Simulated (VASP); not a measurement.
## Zn2Cl3: single point with PBE

The system is Zn2Cl3.

```
CELL_PARAMETERS angstrom
3.78709 0.00000 0.00000
-1.89354 3.27971 0.00000
0.00000 0.00000 9.42905
ATOMIC_POSITIONS crystal
Zn 0.33333 0.66667 0.17859
Zn 0.66667 0.33333 0.82141
Cl 0.00000 0.00000 0.00000
Cl 0.33333 0.66667 0.69236
Cl 0.66667 0.33333 0.30764
```

* Program: VASP 6.6.1
* Task: single point
* Functional: PBE
* Potentials or basis: VASP PAW PBE potentials, release 64 (Zn, Cl)
* Cutoff: 520 eV
* k mesh: 6 × 6 × 4
* Occupations: gaussian, width 0.1 eV
* Spin: no spin polarisation
* Dipole correction: no
* Further INCAR settings: ALGO = Normal; EDIFF = 1e-06; NBANDS = 30

```
Pressure      : 0.1 GPa
Largest force : 0.028 eV/Å
```

Forces in eV/Å, atoms in the order of the input:
```
Zn   0.000  0.000  0.027
Zn   0.000  0.000 -0.027
Cl   0.000  0.000  0.000
Cl   0.000  0.000 -0.028
Cl   0.000  0.000  0.028
```

Stress tensor (GPa, compression positive):
```
0.00 0.00 0.00
0.00 0.00 0.00
0.00 0.00 0.38
```

Levels at points of the mesh, in eV from the Fermi level:
| k point | band 21 | band 22 | band 23 | band 24 | band 25 | band 26 |
| --- | --- | --- | --- | --- | --- | --- |
| (0.00, 0.00, 0.00) | -3.97 | -3.97 | -1.04 | 0.92 | 2.01 | 4.63 |
| (0.50, 0.00, 0.00) | -4.15 | -4.08 | -0.69 | 1.45 | 2.81 | 4.33 |
| (0.00, 0.00, 0.50) | -3.99 | -3.99 | -0.64 | 0.58 | 2.05 | 4.60 |
| (0.50, 0.00, 0.50) | -4.04 | -3.99 | -0.56 | 1.28 | 2.52 | 4.63 |

Wall time 65 s on 1 thread of Intel(R) Xeon(R) Platinum 8488C (Sapphire Rapids) (shared host), peak memory 0.25 GiB.

Caveat: this functional lacks dispersion, which binds the layers, so the pressure and a relaxed spacing across them are unreliable; an odd number of electrons without spin polarisation forces a metal; a magnetic or distorted state may lie lower.
